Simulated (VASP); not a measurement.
# SnSe2 (P-3m1) in VASP: further runs

SnSe2 is run at these levels: PBE+D3(BJ); tasks: relaxation of shape and atoms at fixed volume, relaxation of the atoms.

Everything below comes from runs of VASP 6.6.1. Logs are shortened: lines on timing, memory, paths and dates and some standing lists are left out, and cuts for length are marked.

## (1) The cell of the first run

It takes space group P-3m1 (No. 164, trigonal). The conventional cell has a = 3.784 Å, b = 3.784 Å, c = 5.816 Å, α = 90.00°, β = 90.00°, γ = 120.00°. Within 3.6 Å of Sn (site symmetry -3m) lie 6 Se at 2.69 Å. Within 3.6 Å of Se (site symmetry 3m) lie 3 Sn at 2.69 Å and 3 Se at 3.44 Å.

## (2) Relaxation of shape and atoms at fixed volume, PBE+D3(BJ) (24.04 Å³/atom)

Input file INCAR:

```
ALGO = Normal
EDIFF = 1E-7
EDIFFG = -0.01
ENCUT = 500
GGA = PE
GGA_COMPAT = F
IBRION = 2
ISIF = 4
ISMEAR = 0
IVDW = 12
LASPH = T
LCHARG = F
LREAL = F
LWAVE = F
NELM = 120
NELMIN = 4
NSW = 50
PREC = Accurate
SIGMA = 0.02
```

Input file KPOINTS:

```
k-points
0
Gamma
  12 12 6
```

Input file POSCAR:

```
SnSe2
1.0
    3.7838585366      0.0000000000      0.0000000000
   -1.8919292683      3.2769176170      0.0000000000
    0.0000000000      0.0000000000      5.8156607459
Sn Se
1 2
Direct
    0.0000000000      0.0000000000      0.0000000000
    0.3333333333      0.6666666667      0.2711268213
    0.6666666667      0.3333333333      0.7288731787
```

Potentials or basis: VASP PAW PBE potentials, release 64 (Sn_d, Se).

Launch:

```bash
> cat potpaw_PBE.64/Sn_d/POTCAR potpaw_PBE.64/Se/POTCAR > POTCAR
> mpirun -np 1 vasp_std > vasp.out
```

OUTCAR:

```text
EDIFF = 1E-7
   EDIFFG = -0.01
   ENCUT = 500
   GGA = PE
   IBRION = 2
   ISIF = 4
   ISMEAR = 0
   IVDW = 12
   LASPH = T
   LREAL = F
   NELM = 120
   NELMIN = 4
   NSW = 50
   PREC = Accurate
 IVDW          = 12

 ion  position               nearest neighbor table
   1  0.000  0.000  0.000-   2 2.69   3 2.69   2 2.69   3 2.69   3 2.69   2 2.69
   2  0.333  0.667  0.271-   1 2.69   1 2.69   1 2.69
   3  0.667  0.333  0.729-   1 2.69   1 2.69   1 2.69

  LATTYP: Found a hexagonal cell.
 ALAT       =     3.7838585366
 C/A-ratio  =     1.5369656898

  Lattice vectors:

 A1 = (   3.7838585366,   0.0000000000,   0.0000000000)
 A2 = (  -1.8919292683,   3.2769176170,   0.0000000000)
 A3 = (   0.0000000000,   0.0000000000,   5.8156607459)

Analysis of symmetry for initial positions (statically):
=====================================================================
 Subroutine PRICEL returns:
 Original cell was already a primitive cell.

 Routine SETGRP: Setting up the symmetry group for a
 hexagonal supercell.

 Subroutine GETGRP returns: Found 12 space group operations
 (whereof 12 operations were pure point group operations)
 out of a pool of 24 trial point group operations.

The static configuration has the point symmetry D_3d.

Analysis of symmetry for dynamics (positions and initial velocities):
=====================================================================
 Subroutine PRICEL returns:
 Original cell was already a primitive cell.

 Routine SETGRP: Setting up the symmetry group for a
 hexagonal supercell.

 Subroutine GETGRP returns: Found 12 space group operations
 (whereof 12 operations were pure point group operations)
 out of a pool of 24 trial point group operations.

The dynamic configuration has the point symmetry D_3d.

 Subroutine INISYM returns: Found 12 space group operations
 (whereof 12 operations are pure point group operations),
 and found     1 'primitive' translations

----------------------------------------------------------------------------------------

                                     Primitive cell

  volume of cell :      72.1107

  direct lattice vectors                    reciprocal lattice vectors
     3.783858537  0.000000000  0.000000000     0.264280493  0.152582414  0.000000000
    -1.891929268  3.276917617  0.000000000     0.000000000  0.305164828  0.000000000
     0.000000000  0.000000000  5.815660746     0.000000000  0.000000000  0.171949507

  length of vectors
     3.783858537  3.783858537  5.815660746     0.305164828  0.305164828  0.171949507

  position of ions in fractional coordinates (direct lattice)
     0.000000000  0.000000000  0.000000000
     0.333333333  0.666666667  0.271126821
     0.666666667  0.333333333  0.728873179

  ion indices of the primitive-cell ions
   primitive index   ion index
                 1           1
                 2           2
[... 63 lines left out ...]
 SYSTEM =  unknown system
   PREC   = accura    normal or accurate (medium, high low for compatibility)
   ISTART =      0    job   : 0-new  1-cont  2-samecut
   ICHARG =      2    charge: 1-file 2-atom 10-const
   ISPIN  =      1    spin polarized calculation?
   LNONCOLLINEAR =      F non collinear calculations
   LSORBIT =      F    spin-orbit coupling
   LASPH  =      T    aspherical Exc in radial PAW
   ENCUT  =  500.0 eV  36.75 Ry    6.06 a.u.   6.90  6.90 10.60*2*pi/ulx,y,z
   NELM   =    120;   NELMIN=  4; NELMDL= -5     # of ELM steps
   EDIFF  = 0.1E-06   stopping-criterion for ELM
   LREAL  =      F    real-space projection
   EDIFFG = -.1E-01   stopping-criterion for IOM
   NSW    =     50    number of steps for IOM
   IBRION =      2    ionic relax: 0-MD 1-quasi-New 2-CG
   NFREE  =      1    steps in history (QN), initial steepest desc. (CG)
   ISIF   =      4    stress and relaxation
   ISYM   =      2    0-nonsym 1-usesym 2-fastsym
   POTIM  = 0.5000    time-step for ionic-motion
   TEBEG  =    0.0;   TEEND  =   0.0 temperature during run
   PSTRESS=    0.0 pullay stress
   NELECT =      26.0000    total number of electrons
   NUPDOWN=      -1.0000    fix difference up-down
   EMIN   =  10.00;   EMAX   =-10.00  energy-range for DOS
   EFERMI =   0.00;   METHOD = LEGACY
   ISMEAR =     0;   SIGMA  =   0.02  broadening in eV -4-tet -1-fermi 0-gaus
   EFERMI_NEDOS =   21; number of points for ismear=-14 and -15
   IALGO  =     38    algorithm
   IMIX   =      4    mixing-type and parameters
     AMIX     =   0.40;   BMIX     =  1.00
     AMIX_MAG =   1.60;   BMIX_MAG =  1.00
  volume/ion in A,a.u.               =      24.04       162.21
  Fermi-wavevector in a.u.,A,eV,Ry     =   1.165197  2.201904 18.472421  1.357685
  Thomas-Fermi vector in A             =   2.301726
   LORBIT       =      0    0 simple, 1 ext, 2 COOP (PROOUT), +10 PAW based schemes
   GGA     = PE    functional components
   LHFCALC =     F    Hartree Fock is set to
   AEXX    =    0.0000 exact exchange contribution
   IVDW    =    12    specifies the selected vdW correction
   LEPSILON=     F    determine dielectric tensor
   LRPA    =     F    only Hartree local field effects (RPA)
 conjugate gradient relaxation of ions
 non-spin polarized calculation
 Gauss-broadening in eV      SIGMA  =   0.02
  energy-cutoff  :      500.00
  volume of cell :       72.11
 maximum number of plane-waves:      1854
   NGX = 13   NGY = 13   NGZ = 21

--------------------------------------- Ionic step        1  -------------------------------------------

 number of electron      25.9999992 magnetization

 Free energy of the ion-electron system (eV)
  ---------------------------------------------------
  ext. energy  EPLUGINS =         0.00000000
  ---------------------------------------------------
  free energy    TOTEN  =       -11.69263403 eV

  energy without entropy =      -11.69263403  energy(sigma->0) =      -11.69263403

------------------------ aborting loop because EDIFF is reached ----------------------------------------

 Edisp (eV)   -1.16515

 E8    (eV) :    -0.5100
[... 155 lines left out ...]
--------------------------------------- Ionic step        5  -------------------------------------------

 number of electron      26.0000000 magnetization

 Free energy of the ion-electron system (eV)
  ---------------------------------------------------
  ext. energy  EPLUGINS =         0.00000000
  ---------------------------------------------------
  free energy    TOTEN  =       -11.70031881 eV

  energy without entropy =      -11.70030677  energy(sigma->0) =      -11.70031279

 E-fermi :   5.4094     XC(G=0):  -9.8968

 val. band max:        5.3773943775   @ k =   0.0833   0.0833   0.0000
 cond. band min:       5.4414713301   @ k =   0.0000   0.4167   0.3333
 fundamental gap:      0.0640769526
 Fermi energy:         5.4094328695

 k-point     1 :       0.0000    0.0000    0.0000
  band No.  band energies     occupation
      1     -16.2982      2.00000
      2     -16.2982      2.00000
      3     -16.2616      2.00000
      4     -16.2485      2.00000
      5     -16.2485      2.00000
      6      -9.1042      2.00000
[... 457 lines left out ...]
      4     -16.2517      2.00000
      5     -16.2471      2.00000
      6      -8.7536      2.00000
[... 9 lines left out ...]
     16       9.9441      0.00000
     17      10.2776      0.00000

 [... further k-points ...]

------------------------ aborting loop because EDIFF is reached ----------------------------------------

 Edisp (eV)   -1.16623

 E8    (eV) :    -0.5106
[... 26 lines left out ...]
  FREE ENERGIE OF THE ION-ELECTRON SYSTEM (eV)
  ---------------------------------------------------
  free  energy   TOTEN  =       -12.8665467427 eV

  energy  without entropy=      -12.8665347019  energy(sigma->0) =      -12.86654072

 reached required accuracy - stopping structural energy minimisation
```

OSZICAR:

```text
N       E                     dE             d eps       ncg     rms          rms(c)
DAV:   1     0.192877997316E+03    0.19288E+03   -0.12361E+04  3425   0.174E+03
[... 43 lines left out ...]
DAV:   2    -0.117033367352E+02    0.52977E-02   -0.33768E-02  4019   0.183E+00    0.332E-01
DAV:   3    -0.117005947756E+02    0.27420E-02   -0.49137E-03  4478   0.739E-01    0.130E-01
DAV:   4    -0.117003252767E+02    0.26950E-03   -0.89010E-04  4359   0.380E-01    0.370E-02
DAV:   5    -0.117003181291E+02    0.71477E-05   -0.12252E-04  5347   0.115E-01    0.140E-02
DAV:   6    -0.117003185868E+02   -0.45773E-06   -0.15859E-05  3654   0.411E-02    0.426E-03
DAV:   7    -0.117003187495E+02   -0.16269E-06   -0.12281E-06  4176   0.160E-02    0.165E-03
DAV:   8    -0.117003188073E+02   -0.57806E-07   -0.14181E-07  2228   0.512E-03
   5 F= -.12866547E+02 E0= -.12866541E+02  d E =-.245498E-02
```

It took 8.1 min on 1 thread of Intel Xeon 8259CL, shared host; peak memory 0.28 GiB.

What came out:

```
Free energy                  : -12.8665 eV
Energy gained by relaxing    : 2.9 meV/atom
Ionic steps                  : 5
Pressure after relaxing      : 2.4 GPa
Largest force after relaxing : 0.009 eV/Å
Band gap on the k mesh       : 0.06 eV (least direct gap 0.70 eV)
Dispersion energy per atom   : -0.389 eV
```

Forces in eV/Å, atoms in the order of the input:
```
Sn   0.000  0.000  0.000
Se   0.000  0.000  0.009
Se   0.000  0.000 -0.009
```

Step by step:
```
step  energy change (eV)  largest force (eV/Å)  pressure (GPa)  volume (Å³)
   1              0.0000                0.2629            3.57        72.11
   2             -0.0049                0.1255            3.11        72.11
   3             -0.0063                0.0067            2.72        72.11
   4             -0.0078                0.0077            2.62        72.11
   5             -0.0088                0.0092            2.45        72.11
```

Final structure:
```yaml
crystal:
  lattice:
    - [3.80662, 0.00000, 0.00000]
    - [-1.90331, 3.29663, 0.00000]
    - [0.00000, 0.00000, 5.74633]
  atoms:
    - { symbol: Sn, position: [0.00000, 0.00000, 0.00000] }
    - { symbol: Se, position: [0.33333, 0.66667, 0.27692] }
    - { symbol: Se, position: [0.66667, 0.33333, 0.72308] }
```

Caveat: spin-orbit coupling is left out, which moves the levels of the heavy elements.

## (3) Relaxation of the atoms, PBE+D3(BJ)

This run uses another cell than the first one, of 25.73 Å³/atom.

Input file INCAR:

```
SYSTEM = SnSe2
PREC = Accurate
ENCUT = 450
EDIFF = 1E-7
ISMEAR = 0
SIGMA = 0.02
LREAL = .False.
LASPH = .True.
NELM = 120
ALGO = Normal
ISIF = 2
LWAVE = .False.
LCHARG = .False.
GGA = PE
IVDW = 12
IBRION = 2
NSW = 60
EDIFFG = -0.01
GGA_COMPAT = .False.
NELMIN = 4
```

Input file KPOINTS:

```
Automatic mesh
0
Gamma
  12 12 6
  0 0 0
```

Input file POSCAR:

```
SnSe2
1.0
    3.8110000000      0.0000000000      0.0000000000
   -1.9055000000      3.3004228138      0.0000000000
    0.0000000000      0.0000000000      6.1360000000
Sn Se
1 2
Direct
    0.0000000000      0.0000000000      0.0000000000
    0.3333333333      0.6666666667      0.2490000000
    0.6666666667      0.3333333333      0.7510000000
```

Potentials or basis: VASP PAW PBE potentials, release 64 (Sn_d, Se).

Launch:

```bash
> cat potpaw_PBE.64/Sn_d/POTCAR potpaw_PBE.64/Se/POTCAR > POTCAR
> mpirun -np 1 vasp_std > vasp.out
```

Run time: 5.4 min. Hardware: 1 thread of Intel Xeon 8259CL, shared host; peak memory 0.27 GiB.

The run converged. Its results:

```
Free energy                  : -12.8943 eV
Energy gained by relaxing    : 21.1 meV/atom
Ionic steps                  : 3
Pressure after relaxing      : 0.3 GPa
Largest force after relaxing : 0.005 eV/Å
Band gap on the k mesh       : 0.48 eV (least direct gap 1.08 eV)
Dispersion energy per atom   : -0.362 eV
```

Forces on the atoms (eV/Å):
```
Sn   0.000  0.000  0.000
Se   0.000  0.000 -0.005
Se   0.000  0.000  0.005
```

Stress tensor (GPa, compression positive):
```
 0.68  0.00  0.00
 0.00  0.68  0.00
 0.00  0.00 -0.41
```

Step by step:
```csv
step,energy change (eV),largest force (eV/Å),pressure (GPa)
1,0.0000,0.8184,3.30
2,-0.0478,0.3967,1.75
3,-0.0632,0.0053,0.32
```

Final structure:
```xyz
3
Lattice="3.8110 0.0000 0.0000 -1.9055 3.3004 0.0000 0.0000 0.0000 6.1360" Properties=species:S:1:pos:R:3 pbc="T T T"
Sn    0.0000    0.0000    0.0000
Se    0.0000    2.2003    1.6073
Se    1.9055    1.1001    4.5287
```

Levels at points of the mesh, in eV from the valence-band top:
```csv
k point,band 10,band 11,band 12,band 13,band 14,band 15,band 16,band 17
"(0.00, 0.00, 0.00)",-0.56,-0.36,-0.36,-0.18,0.90,3.10,4.63,4.63
"(0.50, 0.00, 0.00)",-3.13,-2.49,-1.55,-0.30,1.16,3.62,5.06,5.14
"(0.00, 0.00, 0.50)",-0.70,-0.70,-0.14,-0.14,2.53,2.97,4.31,4.31
"(0.50, 0.00, 0.50)",-2.25,-2.06,-0.99,-0.81,0.61,3.94,4.59,5.71
```

Caveat: spin-orbit coupling is left out, which moves the levels of the heavy elements. A k mesh can miss the band edges.
